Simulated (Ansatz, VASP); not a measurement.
## Two plane-wave programs on Nb

Contents of INCAR:

```
PREC = Accurate
ENCUT = 520
EDIFF = 1E-8
ISMEAR = -1
SIGMA = 0.05
LREAL = False
LASPH = True
NELM = 100
ALGO = Normal
ISIF = 2
LWAVE = False
LCHARG = False
GGA = PS
LEFG = True
NBANDS = 20
```

File KPOINTS:

```
Automatic mesh
0
Gamma
  9 9 9
```

The input POSCAR:

```
Nb
1.0
    0.0000000000      2.8296800281      2.8296800281
    2.8296800281      0.0000000000      2.8296800281
    2.8296800281      2.8296800281      0.0000000000
Nb
2
Direct
   -0.2375000000     -0.0875000000     -0.0875000000
    0.2375000000      0.0875000000      0.0875000000
```

Input for Ansatz:

```yaml
crystal:
  lattice:
    - [0.0, 2.8296800281, 2.8296800281]
    - [2.8296800281, 0.0, 2.8296800281]
    - [2.8296800281, 2.8296800281, 0.0]
  atoms:
    - { symbol: Nb, position: [-0.2375, -0.0875, -0.0875] }
    - { symbol: Nb, position: [0.2375, 0.0875, 0.0875] }
kpoints:
  mp_grid: { grid: [9, 9, 9] }
scf:
  occupations: { method: fermi_dirac, width: 0.05 }
hamiltonian:
  xc: pbesol
  pseudopotentials: { kind: paw }
output:
  forces: true
  stress: true
  eigenvalues: true
  efg: { contact_densities: true }
  populations: true
```

Change from the starting cell: shortest bond scaled by 0.7, PAW files.

Alike in both runs: task electric field gradients; functional PBEsol; k mesh 9 × 9 × 9; occupations fermi-dirac, width 0.05 eV; no spin polarisation.

```csv
,VASP,Ansatz
version,VASP 6.6.1,Ansatz 0.2.0
potentials or method,"VASP PAW PBE potentials, release 64 (Nb_sv)","PAW with Ansatz's default frozen-core files, scalar-relativistic"
plane-wave cutoff (eV),520,420
valence electrons in the cell,26,26
```

VASP gave:

| Item | Value |
| --- | --- |
| pressure (GPa) | 61.9 |
| traceless stress, the component that is largest in VASP (GPa) | -62.71 |
| rms of the force components (eV/Å) | 16.016 |
| size of Vzz on the site where it differs most (V/Å²) | 198.0 |

**Question.** Which values does Ansatz return?

**Answer.** Pressure (GPa): 64.3; traceless stress, the component that is largest in VASP (GPa): -65.19; rms of the force components (eV/Å): 16.688; size of Vzz on the site where it differs most (V/Å²): 158.6.

VASP's potentials were made for PBE, not for PBEsol. Atom by atom the forces differ by 0.672 eV/Å (rms over components). Both programs put the cell under a high pressure, so it lies far from rest at this level.

Noted on VASP's run: the cell as given lies far from equilibrium.
